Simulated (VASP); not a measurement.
# CdS (P6_3mc) in VASP: notebook

The runs below take CdS through single point, with PBE.

Everything below comes from runs of VASP 6.6.1. Logs are shortened: lines on timing, memory, paths and dates and some standing lists are left out, and cuts for length are marked.

**1. The cell of the first run**

It takes space group P6_3mc (No. 186, hexagonal). Conventional cell: a = 4.165 Å, b = 4.165 Å, c = 6.766 Å, α = 90.00°, β = 90.00°, γ = 120.00°. Within 3.4 Å of Cd (site symmetry 3m) lie 4 S at 2.54 to 2.55 Å. S (site symmetry 3m) has 4 Cd at 2.54 to 2.55 Å within 3.4 Å.

**2. Single point, PBE**

Input file INCAR:

```
SYSTEM = CdS
ALGO = Normal
EDIFF = 1E-6
ENCUT = 520
GGA = PE
ISIF = 2
ISMEAR = 0
LASPH = .True.
LCHARG = .False.
LREAL = .False.
LWAVE = .False.
NBANDS = 26
NELM = 100
PREC = Accurate
SIGMA = 0.01
```

Input file KPOINTS:

```
k-points
0
Gamma
  6 6 2
  0 0 0
```

Input file POSCAR:

```
CdS
1.0
    4.1646012805      0.0000000000      0.0000000000
   -2.0823006403      3.6066505056      0.0000000000
    0.0000000000      0.0000000000      6.7660104844
Cd S
2 2
Direct
    0.3333333333      0.6666666667     -0.0009631161
    0.6666666667      0.3333333333      0.4990368839
    0.3333333333      0.6666666667      0.3759631161
    0.6666666667      0.3333333333      0.8759631161
```

Potentials or basis: VASP PAW PBE potentials, release 64 (Cd, S).

Launch:

```console
$ cat potpaw_PBE.64/Cd/POTCAR potpaw_PBE.64/S/POTCAR > POTCAR
$ mpirun -np 1 vasp_std > vasp.out
```

OUTCAR:

```text
SYSTEM = CdS
   EDIFF = 1E-6
   ENCUT = 520
   GGA = PE
   ISIF = 2
   ISMEAR = 0
   LASPH = .True.
   LREAL = .False.
   NELM = 100
   PREC = Accurate

 ion  position               nearest neighbor table
   1  0.333  0.667  0.999-   4 2.54   4 2.54   4 2.54   3 2.55
   2  0.667  0.333  0.499-   3 2.54   3 2.54   3 2.54   4 2.55
   3  0.333  0.667  0.376-   2 2.54   2 2.54   2 2.54   1 2.55
   4  0.667  0.333  0.876-   1 2.54   1 2.54   1 2.54   2 2.55

  LATTYP: Found a hexagonal cell.
 ALAT       =     4.1646012805
 C/A-ratio  =     1.6246478423

  Lattice vectors:

 A1 = (   4.1646012805,   0.0000000000,   0.0000000000)
 A2 = (  -2.0823006403,   3.6066505056,   0.0000000000)
 A3 = (   0.0000000000,   0.0000000000,   6.7660104844)

Analysis of symmetry for initial positions (statically):
=====================================================================
 Subroutine PRICEL returns:
 Original cell was already a primitive cell.

 Routine SETGRP: Setting up the symmetry group for a
 hexagonal supercell.

 Subroutine GETGRP returns: Found 12 space group operations
 (whereof  6 operations were pure point group operations)
 out of a pool of 24 trial point group operations.

The static configuration has the point symmetry C_3v.
 The point group associated with its full space group is C_6v.

Analysis of symmetry for dynamics (positions and initial velocities):
=====================================================================
 Subroutine PRICEL returns:
 Original cell was already a primitive cell.

 Routine SETGRP: Setting up the symmetry group for a
 hexagonal supercell.

 Subroutine GETGRP returns: Found 12 space group operations
 (whereof  6 operations were pure point group operations)
 out of a pool of 24 trial point group operations.

The dynamic configuration has the point symmetry C_3v.
 The point group associated with its full space group is C_6v.

 Subroutine INISYM returns: Found 12 space group operations
 (whereof  6 operations are pure point group operations),
 and found     1 'primitive' translations

----------------------------------------------------------------------------------------

                                     Primitive cell

  volume of cell :     101.6272

  direct lattice vectors                    reciprocal lattice vectors
     4.164601281  0.000000000  0.000000000     0.240119025  0.138632784  0.000000000
    -2.082300640  3.606650506  0.000000000     0.000000000  0.277265568  0.000000000
     0.000000000  0.000000000  6.766010484     0.000000000  0.000000000  0.147797584

  length of vectors
     4.164601281  4.164601281  6.766010484     0.277265568  0.277265568  0.147797584

  position of ions in fractional coordinates (direct lattice)
     0.333333333  0.666666667  0.999036884
     0.666666667  0.333333333  0.499036884
     0.333333333  0.666666667  0.375963116
     0.666666667  0.333333333  0.875963116

  ion indices of the primitive-cell ions
   primitive index   ion index
                 1           1
                 2           2
                 3           3
                 4           4

----------------------------------------------------------------------------------------

 KPOINTS: k-points

Automatic generation of k-mesh.
 Grid dimensions read from file:
 generate k-points for:    6    6    2

 Generating k-lattice:

  Cartesian coordinates                     Fractional coordinates (reciprocal lattice)
     0.040019838  0.023105464  0.000000000     0.166666667  0.000000000  0.000000000
     0.000000000  0.046210928  0.000000000     0.000000000  0.166666667  0.000000000
     0.000000000  0.000000000  0.073898792     0.000000000  0.000000000  0.500000000

  Length of vectors
     0.046210928  0.046210928  0.073898792

  Shift w.r.t. Gamma in fractional coordinates (k-lattice)
     0.000000000  0.000000000  0.000000000

 Subroutine IBZKPT returns following result:
 ===========================================

 Found     14 irreducible k-points:

 Following reciprocal coordinates:
            Coordinates               Weight
  0.000000  0.000000  0.000000      1.000000
  0.166667 -0.000000  0.000000      6.000000
  0.333333 -0.000000  0.000000      6.000000
  0.500000 -0.000000  0.000000      3.000000
  0.166667  0.166667  0.000000      6.000000
  0.333333  0.166667  0.000000     12.000000
  0.333333  0.333333  0.000000      2.000000
  0.000000  0.000000  0.500000      1.000000
  0.166667 -0.000000  0.500000      6.000000
  0.333333 -0.000000  0.500000      6.000000
  0.500000 -0.000000  0.500000      3.000000
  0.166667  0.166667  0.500000      6.000000
  0.333333  0.166667  0.500000     12.000000
  0.333333  0.333333  0.500000      2.000000
   k-points           NKPTS =     14   k-points in BZ     NKDIM =     14   number of bands    NBANDS=     26
   number of dos      NEDOS =    301   number of ions     NIONS =      4
   total plane-waves  NPLWV =  51200
   dimension x,y,z NGX =    32 NGY =   32 NGZ =   50
   dimension x,y,z NGXF=    64 NGYF=   64 NGZF=  100
   ions per type =               2   2
   NGX,Y,Z   is equivalent  to a cutoff of  12.77, 12.77, 12.29 a.u.
   NGXF,Y,Z  is equivalent  to a cutoff of  25.55, 25.55, 24.57 a.u.
 SYSTEM =  CdS
   PREC   = accura    normal or accurate (medium, high low for compatibility)
   ISTART =      0    job   : 0-new  1-cont  2-samecut
   ICHARG =      2    charge: 1-file 2-atom 10-const
   ISPIN  =      1    spin polarized calculation?
   LNONCOLLINEAR =      F non collinear calculations
   LSORBIT =      F    spin-orbit coupling
   LASPH  =      T    aspherical Exc in radial PAW
   ENCUT  =  520.0 eV  38.22 Ry    6.18 a.u.   7.74  7.74 12.58*2*pi/ulx,y,z
   NELM   =    100;   NELMIN=  2; NELMDL= -5     # of ELM steps
   EDIFF  = 0.1E-05   stopping-criterion for ELM
   LREAL  =      F    real-space projection
   EDIFFG = 0.1E-04   stopping-criterion for IOM
   NSW    =      0    number of steps for IOM
   IBRION =     -1    ionic relax: 0-MD 1-quasi-New 2-CG
   NFREE  =      0    steps in history (QN), initial steepest desc. (CG)
   ISIF   =      2    stress and relaxation
   ISYM   =      2    0-nonsym 1-usesym 2-fastsym
   POTIM  = 0.5000    time-step for ionic-motion
   TEBEG  =    0.0;   TEEND  =   0.0 temperature during run
   PSTRESS=    0.0 pullay stress
   NELECT =      36.0000    total number of electrons
   NUPDOWN=      -1.0000    fix difference up-down
   EMIN   =  10.00;   EMAX   =-10.00  energy-range for DOS
   EFERMI =   0.00;   METHOD = LEGACY
   ISMEAR =     0;   SIGMA  =   0.01  broadening in eV -4-tet -1-fermi 0-gaus
   EFERMI_NEDOS =   21; number of points for ismear=-14 and -15
   IALGO  =     38    algorithm
   IMIX   =      4    mixing-type and parameters
     AMIX     =   0.40;   BMIX     =  1.00
     AMIX_MAG =   1.60;   BMIX_MAG =  1.00
  volume/ion in A,a.u.               =      25.41       171.45
  Fermi-wavevector in a.u.,A,eV,Ry     =   1.158348  2.188960 18.255881  1.341769
  Thomas-Fermi vector in A             =   2.294951
   LORBIT       =      0    0 simple, 1 ext, 2 COOP (PROOUT), +10 PAW based schemes
   GGA     = PE    functional components
   LHFCALC =     F    Hartree Fock is set to
   AEXX    =    0.0000 exact exchange contribution
   IVDW    =     0    specifies the selected vdW correction
   LEPSILON=     F    determine dielectric tensor
   LRPA    =     F    only Hartree local field effects (RPA)
 non-spin polarized calculation
 Gauss-broadening in eV      SIGMA  =   0.01
  energy-cutoff  :      520.00
  volume of cell :      101.63
 maximum number of plane-waves:      2786
 NGX is ok and might be reduce to    32
   NGX = 15   NGY = 15   NGZ = 25

 number of electron      35.9999998 magnetization

 Free energy of the ion-electron system (eV)
  ---------------------------------------------------
  ext. energy  EPLUGINS =         0.00000000
  ---------------------------------------------------
  free energy    TOTEN  =       -12.28044551 eV

  energy without entropy =      -12.28044551  energy(sigma->0) =      -12.28044551

 E-fermi :   1.1913     XC(G=0):  -9.0320

 val. band max:        1.1095618606   @ k =   0.0000   0.0000   0.0000
 cond. band min:       2.2844312568   @ k =   0.0000   0.0000   0.0000
 fundamental gap:      1.1748693963
 Fermi energy:         1.1912948380

 k-point     1 :       0.0000    0.0000    0.0000
  band No.  band energies     occupation
      1     -11.1174      2.00000
      2     -10.7068      2.00000
      3      -6.5130      2.00000
      4      -6.5085      2.00000
      5      -6.5085      2.00000
      6      -6.4291      2.00000
[... 18 lines left out ...]
     25       8.6778      0.00000
     26       8.7643      0.00000

 k-point     2 :       0.1667   -0.0000    0.0000
  band No.  band energies     occupation
      1     -11.0272      2.00000
      2     -10.6680      2.00000
      3      -6.4840      2.00000
      4      -6.4728      2.00000
      5      -6.4367      2.00000
      6      -6.3831      2.00000
[... 18 lines left out ...]
     25       8.6231      0.00000
     26       9.2424      0.00000

 k-point     3 :       0.3333   -0.0000    0.0000
  band No.  band energies     occupation
      1     -10.8323      2.00000
      2     -10.6035      2.00000
      3      -6.4330      2.00000
      4      -6.4180      2.00000
      5      -6.2983      2.00000
      6      -6.2755      2.00000
[... 18 lines left out ...]
     25       9.4376      0.00000
     26       9.8899      0.00000

 k-point     4 :       0.5000   -0.0000    0.0000
  band No.  band energies     occupation
      1     -10.7173      2.00000
      2     -10.5886      2.00000
      3      -6.4180      2.00000
      4      -6.4012      2.00000
      5      -6.2271      2.00000
      6      -6.2227      2.00000
[... 18 lines left out ...]
     25       9.4866      0.00000
     26      11.1709      0.00000
[... 206 lines left out ...]
      1     -10.7425      2.00000
      2     -10.7425      2.00000
      3      -6.3901      2.00000
      4      -6.3901      2.00000
      5      -6.3647      2.00000
      6      -6.3647      2.00000
[... 18 lines left out ...]
     25       9.0964      0.00000
     26       9.0964      0.00000

 k-point    13 :       0.3333    0.1667    0.5000
  band No.  band energies     occupation
      1     -10.6440      2.00000
      2     -10.6440      2.00000
      3      -6.3631      2.00000
      4      -6.3631      2.00000
      5      -6.3185      2.00000
      6      -6.3185      2.00000
[... 18 lines left out ...]
     25       9.5583      0.00000
     26       9.5583      0.00000

 k-point    14 :       0.3333    0.3333    0.5000
  band No.  band energies     occupation
      1     -10.6123      2.00000
      2     -10.6123      2.00000
      3      -6.3337      2.00000
      4      -6.3337      2.00000
      5      -6.3181      2.00000
      6      -6.3181      2.00000
[... 18 lines left out ...]
     25      10.4443      0.00000
     26      10.4443      0.00000

------------------------ aborting loop because EDIFF is reached ----------------------------------------

  FORCE on cell =-STRESS in cart. coord.  units (eV):
  Direction    XX          YY          ZZ          XY          YZ          ZX
  --------------------------------------------------------------------------------------
  -------------------------------------------------------------------------------------
  Total        1.0558393      1.0558393      1.0811766     -0.0000000      0.0000000      0.0000000
  in kB       16.6455546     16.6455546     17.0450021     -0.0000000      0.0000000      0.0000000
  external PRESSURE =      16.7787038 kB  Pullay stress =       0.0000000 kB

 VOLUME and BASIS-vectors are now :
 -----------------------------------------------------------------------------
  energy-cutoff  :      520.00
  volume of cell :      101.63
      direct lattice vectors                 reciprocal lattice vectors
     4.164601281  0.000000000  0.000000000     0.240119025  0.138632784  0.000000000
    -2.082300640  3.606650506  0.000000000     0.000000000  0.277265568  0.000000000
     0.000000000  0.000000000  6.766010484     0.000000000  0.000000000  0.147797584

 POSITION                                       TOTAL-FORCE (eV/Angst)
 -----------------------------------------------------------------------------------
     -0.00000      2.40443      6.75949         0.000000     -0.000000      0.003328
      2.08230      1.20222      3.37649        -0.000000     -0.000000      0.003328
     -0.00000      2.40443      2.54377        -0.000000      0.000000     -0.003328
      2.08230      1.20222      5.92678         0.000000     -0.000000     -0.003328
 -----------------------------------------------------------------------------------
    total drift:                               -0.000000     -0.000000     -0.001034

  FREE ENERGIE OF THE ION-ELECTRON SYSTEM (eV)
  ---------------------------------------------------
  free  energy   TOTEN  =       -12.2804455095 eV

  energy  without entropy=      -12.2804455095  energy(sigma->0) =      -12.28044551
```

Run time: 73 s. Hardware: 1 thread of AMD EPYC 7R13, shared host; peak memory 0.19 GiB.

Results:

- Free energy: -12.2804 eV
- Pressure: 1.7 GPa
- Largest force: 0.003 eV/Å
- Band gap on the k mesh: 1.17 eV

Forces on the atoms (eV/Å):
```
Cd   0.000  0.000  0.003
Cd   0.000  0.000  0.003
S    0.000  0.000 -0.003
S    0.000  0.000 -0.003
```

Caveat: the k points lie up to 0.46 Å⁻¹ apart.

**3. Single point, PBE**

This run uses another cell than the first one, of 26.03 Å³/atom.

Input file INCAR:

```
  ALGO = Normal
  EDIFF = 1E-7
  ENCUT = 520
  GGA = PE
  ISIF = 2
  ISMEAR = -1
  LASPH = T
  LCHARG = F
  LREAL = F
  LWAVE = F
  NBANDS = 26
  NELM = 80
  PREC = Accurate
  SIGMA = 0.02
```

Input file KPOINTS:

```
k-points
0
Gamma
  6 6 4
```

Input file POSCAR:

```
CdS
1.0
    4.1965508846      0.0000000000      0.0000000000
   -2.0982754423      3.6343196744      0.0000000000
    0.0000000000      0.0000000000      6.8277064916
Cd S
2 2
Direct
    0.3333333333      0.6666666667     -0.0007933941
    0.6666666667      0.3333333333      0.4992066059
    0.3333333333      0.6666666667      0.3757933941
    0.6666666667      0.3333333333      0.8757933941
```

Potentials or basis: VASP PAW PBE potentials, release 64 (Cd, S).

Launch:

```console
$ cat potpaw_PBE.64/Cd/POTCAR potpaw_PBE.64/S/POTCAR > POTCAR
$ mpirun -np 1 vasp_std > vasp.out
```

It took 1.9 min on 1 thread of AMD EPYC 7R13, shared host; peak memory 0.21 GiB.

The run converged. Its results:

```yaml
Free_energy: -12.2974 eV
Pressure: 0.3 GPa
Band_gap_on_the_k_mesh: 1.11 eV
```

Levels at points of the mesh, in eV from the valence-band top:
```tsv
k point	band 14	band 15	band 16	band 17	band 18	band 19	band 20	band 21	band 22	band 23
(0.00, 0.00, 0.00)	-0.69	-0.69	-0.04	0.00	0.00	1.11	2.73	6.48	6.48	6.78
(0.50, 0.00, 0.00)	-3.34	-2.45	-1.72	-1.19	-0.69	3.62	3.87	5.12	6.25	7.03
(0.00, 0.00, 0.50)	-2.36	-0.36	-0.36	-0.36	-0.36	2.76	2.76	6.14	6.14	6.83
(0.50, 0.00, 0.50)	-3.91	-1.24	-1.24	-1.23	-1.23	3.45	3.45	5.35	5.35	7.80
```
